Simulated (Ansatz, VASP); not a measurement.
**SrCl2 in VASP and in Ansatz**

```xyz
3
Lattice="0.0000 3.6249 3.4855 3.6249 0.0000 3.4855 3.6249 3.6249 0.0000" Properties=species:S:1:pos:R:3 pbc="T T T"
Sr    0.0000    0.0000    0.0000
Cl    1.8125    1.8125    1.7428
Cl    5.4374    5.4374    5.2283
```

Change from the starting cell: strain +0.040 along x and y, +0.000 along z, atoms carried along.

Alike in both runs: task single point; functional r2SCAN; k mesh 6 × 6 × 6; occupations gaussian, width 0.05 eV; no spin polarisation.

```csv
,VASP,Ansatz
version,VASP 6.6.1,Ansatz 0.2.0
potentials or method,"VASP PAW PBE potentials, release 64 (Sr_sv, Cl), cutoff 520 eV","scalar-relativistic, plane waves, PAW"
valence electrons in the cell,24,24
```

|  | VASP | Ansatz | Ansatz less VASP |
| --- | --- | --- | --- |
| gap on the k mesh at the Fermi level (eV) | 5.49 | 5.49 | -0.002 |
| least direct gap on the mesh (eV) | 5.77 | 5.77 | -0.004 |
| pressure (GPa) | -2.2 | -2.2 | -0.02 |
| traceless stress, the component that is largest in VASP (GPa) | 1.29 | 1.30 | +0.006 |

VASP's potentials were made for PBE, not for r2SCAN.
